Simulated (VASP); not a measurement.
# CuO: single point with PBEsol+U

The system is CuO.

```
CELL_PARAMETERS angstrom
3.28802 0.00000 0.00000
-1.64401 2.84751 0.00000
0.00000 0.00000 5.38502
ATOMIC_POSITIONS crystal
Cu 0.66667 0.33333 0.00000
Cu 0.33333 0.66667 0.50000
O 0.66667 0.33333 0.62520
O 0.33333 0.66667 0.12520
```

```json
{"Program": "VASP 6.6.1", "Task": "single point", "Functional": "PBEsol", "Potentials or basis": "VASP PAW PBE potentials, release 64 (Cu, O)", "Cutoff": "520 eV", "k mesh": "9 × 9 × 5", "Occupations": "fermi-dirac, width 0.05 eV", "Spin": "no spin polarisation", "Hubbard terms": "Cu d U = 4.5 eV", "Dipole correction": "no", "Further INCAR settings": "ALGO = Normal; EDIFF = 1e-07; NBANDS = 25"}
```

```json
{
  "Pressure": "-16.0 GPa",
  "Largest force": "0.035 eV/Å",
  "Band gap on the k mesh": "zero (bands 17 and 18 overlap by 1.42 eV)"
}
```

Forces on the atoms (eV/Å):
```
Cu   0.000  0.000 -0.035
Cu   0.000  0.000 -0.035
O    0.000  0.000  0.035
O    0.000  0.000  0.035
```

Stress tensor (GPa, compression positive):
```
-16.56   0.00   0.00
  0.00 -16.56   0.00
  0.00   0.00 -14.88
```

Levels at points of the mesh, in eV from the Fermi level:
| k point | band 15 | band 16 | band 17 | band 18 | band 19 | band 20 |
| --- | --- | --- | --- | --- | --- | --- |
| (0.00, 0.00, 0.00) | 0.05 | 0.68 | 0.79 | 0.79 | 1.53 | 6.28 |

Eigenvalues of the final occupation matrices:
```csv
site,spin,trace,eigenvalues
site 1 d,1,4.63,0.90 0.90 0.92 0.96 0.96
site 1 d,2,4.63,0.90 0.90 0.92 0.96 0.96
site 2 d,1,4.63,0.90 0.90 0.92 0.96 0.96
site 2 d,2,4.63,0.90 0.90 0.92 0.96 0.96
```

Run time: 32 s on 1 thread of AMD EPYC 7R13 Processor (Zen 3), on a shared host, peak memory 0.15 GiB.

Caveat: the cell stands under tension; the PAW data sets were made with another functional, which shifts forces and pressure a little; U without spin polarisation on a metal has little footing.
